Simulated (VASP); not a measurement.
Input of a VASP 6.6.1 run:

Contents of POSCAR:

```
RbAgBr2
1.0
    4.4257631467      0.0000000000      0.0000000000
    0.0000000000      4.4257631467      0.0000000000
    0.0000000000      0.0000000000      6.2265673153
Rb Br Ag
1 2 1
Direct
    0.0000000000      0.0000000000      0.0000000000
    0.0000000000      0.0000000000      0.5000000000
    0.5000000000      0.5000000000      0.0000000000
    0.5000000000      0.5000000000      0.5000000000
```

The input INCAR.step1:

```
SYSTEM = RbAgBr2
PREC = Accurate ; ENCUT = 520
ISMEAR = 0 ; SIGMA = 0.01
LREAL = .FALSE. ; LASPH = .TRUE.
NELM = 60 ; NBANDS = 25
GGA = PE ; ALGO = Normal
EDIFF = 1E-4 ; LWAVE = .TRUE.
LCHARG = .FALSE.
```

File INCAR.step2:

```
SYSTEM = RbAgBr2
PREC = Accurate ; ENCUT = 520
EDIFF = 1E-6 ; ISMEAR = 0
SIGMA = 0.01 ; LREAL = .FALSE.
LASPH = .TRUE. ; NELM = 60
ALGO = Normal ; ISIF = 2
LWAVE = .FALSE. ; LCHARG = .FALSE.
METAGGA = R2SCAN ; LMIXTAU = .TRUE.
NBANDS = 25 ; ISTART = 1
```

Contents of KPOINTS:

```
Automatic mesh
0
G
  6 6 4
  0 0 0
```

Potentials or basis: VASP PAW PBE potentials, release 64 (Rb_sv, Br, Ag).

Launch:

```bash
$ cat potpaw_PBE.64/Rb_sv/POTCAR potpaw_PBE.64/Br/POTCAR potpaw_PBE.64/Ag/POTCAR > POTCAR
$ cp INCAR.step1 INCAR
$ mpirun -np 1 vasp_std > vasp.out
$ cp INCAR.step2 INCAR
$ mpirun -np 1 vasp_std > vasp.out
```

Q: Predict the pressure.

A: 1.7 GPa.

Q: Predict the band gap on the k mesh.

A: 1.67 eV (least direct gap 2.45 eV).

Caveat: the PAW data sets were made with another functional, which shifts forces and pressure a little. A k mesh can miss the band edges.
